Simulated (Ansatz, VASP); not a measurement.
# One calculation of SrO, two programs

File INCAR:

```
  ALGO = Normal
  EDIFF = 1E-8
  ENCUT = 520
  GGA = PS
  ISIF = 2
  ISMEAR = -1
  LASPH = True
  LCHARG = False
  LEFG = True
  LREAL = False
  LWAVE = False
  NBANDS = 15
  NELM = 60
  PREC = Accurate
  SIGMA = 0.03
```

The input KPOINTS:

```
k-points
0
Gamma
  8 8 8
```

Contents of POSCAR:

```
SrO
1.0
    0.0000000000      2.5525525005      2.5525525005
    2.5525525005      0.0000000000      2.5525525005
    2.5525525005      2.5525525005      0.0000000000
Sr O
1 1
Direct
    0.0000000000      0.0000000000      0.0000000000
    0.5000000000      0.5000000000      0.5000000000
```

Input for Ansatz:

```yaml
crystal:
  lattice:
    - [0.0, 2.5525525005, 2.5525525005]
    - [2.5525525005, 0.0, 2.5525525005]
    - [2.5525525005, 2.5525525005, 0.0]
  atoms:
    - { symbol: Sr, position: [0.0, 0.0, 0.0] }
    - { symbol: O, position: [0.5, 0.5, 0.5] }
kpoints:
  mp_grid: { grid: [8, 8, 8] }
scf:
  occupations: { method: fermi_dirac, width: 0.03 }
hamiltonian:
  xc: pbesol
  pseudopotentials: { kind: paw }
output:
  forces: true
  stress: true
  eigenvalues: true
  efg: { contact_densities: true }
  write_density: true
  write_potential: true
  elf: true
  volumetric_format: npy
```

Change from the starting cell: volume scaled by 0.98, PAW files.

Alike in both runs: task electric field gradients; functional PBEsol; k mesh 8 × 8 × 8; occupations fermi-dirac, width 0.03 eV; no spin polarisation.

|  | VASP | Ansatz |
| --- | --- | --- |
| version | VASP 6.6.1 | Ansatz 0.2.0 |
| potentials or method | VASP PAW PBE potentials, release 64 (Sr_sv, O) | PAW with Ansatz's default frozen-core files, scalar-relativistic |
| plane-wave cutoff (eV) | 520 | 420 |
| valence electrons in the cell | 16 | 16 |

VASP gave:

| Property | Result |
| --- | --- |
| gap on the k mesh at the Fermi level (eV) | 3.14 |
| pressure (GPa) | 1.6 |

**Question.** Estimate Ansatz's values.

**Answer.** gap on the k mesh at the Fermi level (eV): 3.19; pressure (GPa): 1.0.

VASP's potentials were made for PBE, not for PBEsol.
